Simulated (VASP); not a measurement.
Write the native input for VASP 6.6.1 that does the following.

```yaml
Task: single point
Functional: PBE
Potentials_or_basis: VASP PAW PBE potentials, release 64 (Si, O)
Cutoff: 520 eV
k_mesh: 1 × 1 × 1, shifted
Occupations: fermi-dirac, width 0.1379 eV
Spin: no spin polarisation
Dipole_correction: no
Further_INCAR_settings: LREAL = Auto; ALGO = Normal; EDIFF = 1e-06; NBANDS = 75; ISYM = 0
```

The structure of Si4O7 lies in POSCAR:

```
Si4O7
1.0
    7.0842070000      0.0663610000      0.0972760000
    0.0663610000      6.9740900000     -0.0358550000
    0.0972760000     -0.0358550000      7.1323860000
Si O
8 14
Direct
    0.5063509038      0.1765241256      0.0999328250
    0.6113223710      0.2087200899      0.5211450507
    0.6247317301      0.7649952671      1.0155254499
    0.3804460903      0.3665545846      0.7155332789
    0.0603961552      0.6723444749      0.6484403417
    0.1825969355      0.8902419743      0.2754139115
    0.9262900346      0.0534041051      0.8238897915
    0.9194338881      0.6236545603      0.3015921016
    0.0833103134      0.8344015925      0.4964818751
    0.3677635467      0.1992115068      0.5569414165
    0.7545607848      0.6681825403      0.1770626309
    0.6139701238      0.2715865708      0.2771680022
    0.1377724449      0.6272469859      0.2399846262
    0.2271858893      0.5478214480      0.7152242466
    0.9591996905      0.7796292686      0.8357031572
    0.6829743757      1.0166364988      0.0122243084
    0.4051024298      0.2882439180      0.9262035512
    0.0062183428     -0.0024530693      0.1518541130
    0.5939053113      0.4219705566      0.6321235308
    0.3664272448      1.0118923811      0.2229260762
    0.9018229370      0.5396022218      0.5259888780
    0.7578838190      0.0550720585      0.6371613514
```

These files were run (other wordings do the same):

INCAR

```
PREC = Accurate ; ENCUT = 520
EDIFF = 1E-6 ; ISMEAR = -1
SIGMA = 0.1379 ; LREAL = Auto
LASPH = True ; NELM = 100
ALGO = Normal ; ISIF = 2
LWAVE = False ; LCHARG = True
GGA = PE ; LELF = True
LVHAR = True ; ISYM = 0
NBANDS = 75
```

KPOINTS

```
Automatic mesh
0
Gamma
  1 1 1
  0.25 0.25 0.25
```

Potentials or basis: VASP PAW PBE potentials, release 64 (Si, O).

Command:

```console
$ cat potpaw_PBE.64/Si/POTCAR potpaw_PBE.64/O/POTCAR > POTCAR
$ mpirun -np 1 vasp_std > vasp.out
```

Results of the run:

```
Pressure               : -3.5 GPa
Largest force          : 6.227 eV/Å
Band gap on the k mesh : 2.18 eV
```

Caveat: the k points lie up to 0.90 Å⁻¹ apart.

Run time: 120 s on 1 thread of Intel(R) Xeon(R) Platinum 8259CL CPU @ 2.50GHz (Skylake/Cascade Lake) (shared host), peak memory 0.37 GiB.
